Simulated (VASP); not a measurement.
A run of VASP 6.6.1 is set up as follows.

File INCAR:

```
SYSTEM = TaSiO4
PREC     = Accurate       ! precision mode
ENCUT    = 1340           ! plane-wave cutoff, eV
EDIFF    = 1E-6           ! SCF threshold, eV
ISMEAR   = 0              ! smearing method
SIGMA    = 0.1            ! smearing width, eV
LREAL    = .FALSE.        ! projectors in reciprocal space
LASPH    = .TRUE.         ! aspherical terms in the spheres
NELM     = 120            ! most SCF steps
ALGO     = Normal         ! electronic algorithm
ISIF     = 2              ! what is computed and relaxed
LWAVE    = .FALSE.        ! write WAVECAR
LCHARG   = .FALSE.        ! write CHGCAR
GGA      = PE             ! functional
NBANDS   = 30             ! bands
GGA_COMPAT= .FALSE.
```

KPOINTS

```
regular mesh
0
G
  4 4 6
  0 0 0
```

Contents of POSCAR:

```
TaSiO4
1.0
    4.6417778800      0.0000000000      0.0000000000
    0.0000000000      4.6417778800      0.0000000000
    0.0000000000      0.0000000000      3.0356047300
Ta Si O
1 1 4
Direct
    0.0000000000      0.0000000000      0.5000000000
    0.5000000000      0.5000000000      0.0000000000
    0.6306284400      0.0000000000      0.5000000000
    0.3693715600      0.0000000000      0.5000000000
    0.0000000000      0.6306284400      0.5000000000
    0.0000000000      0.3693715600      0.5000000000
```

Potentials or basis: VASP PAW PBE potentials, release 64 (Ta_sv_GW, Si, O_h).

Command:

```sh
$ cat potpaw_PBE.64/Ta_sv_GW/POTCAR potpaw_PBE.64/Si/POTCAR potpaw_PBE.64/O_h/POTCAR > POTCAR
$ mpirun -np 1 vasp_std > vasp.out
```

What does it give for the largest force?

1.969 eV/Å.

Predict the band gap on the k mesh.

zero (an odd number of electrons rules out a gap without spin polarisation).

Forces on the atoms (eV/Å):
```
Ta   0.000  0.000  0.000
Si   0.000  0.000  0.000
O   -1.969  0.000  0.000
O    1.969  0.000  0.000
O    0.000 -1.969  0.000
O    0.000  1.969  0.000
```

Caveat: spin-orbit coupling is left out, which moves the levels of the heavy elements; an odd number of electrons without spin polarisation forces a metal; a magnetic or distorted state may lie lower.
